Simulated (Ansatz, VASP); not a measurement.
## HfN: VASP beside Ansatz

The input INCAR:

```
ALGO = Normal
EDIFF = 1E-6
ENCUT = 600
GGA = RP
GGA_COMPAT = False
ISIF = 2
ISMEAR = -1
LASPH = True
LCHARG = True
LELF = True
LREAL = False
LVHAR = True
LWAVE = False
NBANDS = 14
NELM = 120
PREC = Accurate
SIGMA = 0.05
```

Contents of KPOINTS:

```
k-points
0
Gamma
  10 10 10
```

The input POSCAR:

```
HfN
1.0
    0.0000000000      2.2560000000      2.2560000000
    2.2560000000      0.0000000000      2.2560000000
    2.2560000000      2.2560000000      0.0000000000
Hf N
1 1
Direct
    0.0000000000      0.0000000000      0.0000000000
    0.5000000000      0.5000000000      0.5000000000
```

Contents of input.yaml:

```yaml
crystal:
  lattice:
    - [0.0, 2.256, 2.256]
    - [2.256, 0.0, 2.256]
    - [2.256, 2.256, 0.0]
  atoms:
    - { symbol: Hf, position: [0.0, 0.0, 0.0] }
    - { symbol: "N", position: [0.5, 0.5, 0.5] }
kpoints:
  mp_grid: { grid: [10, 10, 10] }
  band_path:
    path:
      - [0.0, 0.0, 0.0]
      - [0.5, 0.0, 0.5]
      - [0.5, 0.25, 0.75]
      - [0.375, 0.375, 0.75]
      - [0.0, 0.0, 0.0]
      - [0.5, 0.5, 0.5]
      - [0.625, 0.25, 0.625]
      - [0.5, 0.25, 0.75]
    npoints: 8
scf:
  occupations: { method: fermi_dirac, width: 0.05 }
hamiltonian:
  xc: rpbe
  pseudopotentials: { kind: all_electron, lapw: { basis_error: 0.001 } }
output:
  forces: true
  stress: true
  eigenvalues: true
```

Alike in both runs: functional RPBE; k mesh 10 × 10 × 10; occupations fermi-dirac, width 0.05 eV; no spin polarisation.

|  | VASP | Ansatz |
| --- | --- | --- |
| version | VASP 6.6.1 | Ansatz 0.2.0 |
| potentials or method | VASP PAW PBE potentials, release 64 (Hf_pv, N), cutoff 600 eV | all-electron LAPW, scalar-relativistic |
| task | single point | band structure |

|  | VASP | Ansatz | Ansatz less VASP |
| --- | --- | --- | --- |
| gap on the k mesh at the Fermi level (eV) | none | none | - |
| pressure (GPa) | 8.7 | 11.3 | +2.57 |

VASP's potentials were made for PBE, not for RPBE. A gap of «none» marks a metal or a gap that the smearing closes. Ansatz ran all-electron here, and VASP with PAW potentials.

Neither program's run includes spin-orbit coupling.
